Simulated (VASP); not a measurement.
**CsSnI3: single point with PBE**

CsSnI3:

```
Cs I Sn
1.0
     6.07902    0.00000    0.00000
     0.00000    6.07902    0.00000
     0.00000    0.00000    6.07902
Cs I Sn
1 3 1
Direct
  0.00000 0.00000 0.00000
  0.50000 0.50000 0.00000
  0.50000 0.00000 0.50000
  0.00000 0.50000 0.50000
  0.50000 0.50000 0.50000
```

This cell differs from its parent crystal: volume scaled by 0.94.

```yaml
Program: VASP 6.6.1
Task: single point
Functional: PBE
Potentials_or_basis: VASP PAW PBE potentials, release 64 (Cs_sv, I, Sn_d)
Cutoff: 520 eV
k_mesh: 5 × 5 × 5
Occupations: fermi-dirac, width 0.05 eV
Spin: no spin polarisation
```

The pressure is 1.8 GPa. The band gap on the k mesh is 1.68 eV, direct.

Levels at points of the mesh, in eV from the valence-band top:
```tsv
k point	band 18	band 19	band 20	band 21	band 22	band 23	band 24	band 25	band 26	band 27
(0.00, 0.00, 0.00)	-1.72	-1.72	-1.52	-1.52	-1.52	2.94	3.72	3.72	4.06	4.06
```

Run time: 60 s on 1 thread of Intel(R) Xeon(R) Platinum 8259CL CPU @ 2.50GHz (Skylake/Cascade Lake) (shared host), peak memory 0.35 GiB.

Caveat: spin-orbit coupling is left out, which moves the levels of the heavy elements. A k mesh can miss the band edges.
